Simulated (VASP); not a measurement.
Wanted: the native input for a VASP 6.6.1 run.

* Task: single point
* Functional: PBE
* Potentials or basis: VASP PAW PBE potentials, release 64 (Fe)
* Cutoff: 600 eV
* k mesh: 16 × 16 × 16
* Occupations: fermi-dirac, width 0.2 eV
* Spin: no spin polarisation
* Dipole correction: no
* Further INCAR settings: ALGO = Normal; EDIFF = 1e-06; NBANDS = 10

The structure of Fe lies in POSCAR:

```
Fe
1.0
   -1.3807996972      1.3807996972      1.3807996972
    1.3807996972     -1.3807996972      1.3807996972
    1.3807996972      1.3807996972     -1.3807996972
Fe
1
Direct
    0.0000000000      0.0000000000      0.0000000000
```

These files were run (other wordings do the same):

INCAR

```
PREC = Accurate
ENCUT = 600
EDIFF = 1E-6
ISMEAR = -1
SIGMA = 0.2
LREAL = F
LASPH = T
NELM = 120
ALGO = Normal
ISIF = 2
LWAVE = F
LCHARG = F
GGA = PE
NBANDS = 10
GGA_COMPAT = F
```

KPOINTS

```
regular mesh
0
Gamma
  16 16 16
```

Potentials or basis: VASP PAW PBE potentials, release 64 (Fe).

Launch:

```console
$ cat potpaw_PBE.64/Fe/POTCAR > POTCAR
$ mpirun -np 1 vasp_std > vasp.out
```

Results of the run:

- Pressure: 2.1 GPa
- Band gap on the k mesh: zero (band 4 reaches 7.75 eV, above the bottom of band 5 at 5.72 eV)

Caveat: the run has no spin polarisation, though such a crystal can be magnetic.

Wall time 20 s on 1 thread of Intel Xeon 8259CL, on a shared host, peak memory 0.14 GiB.
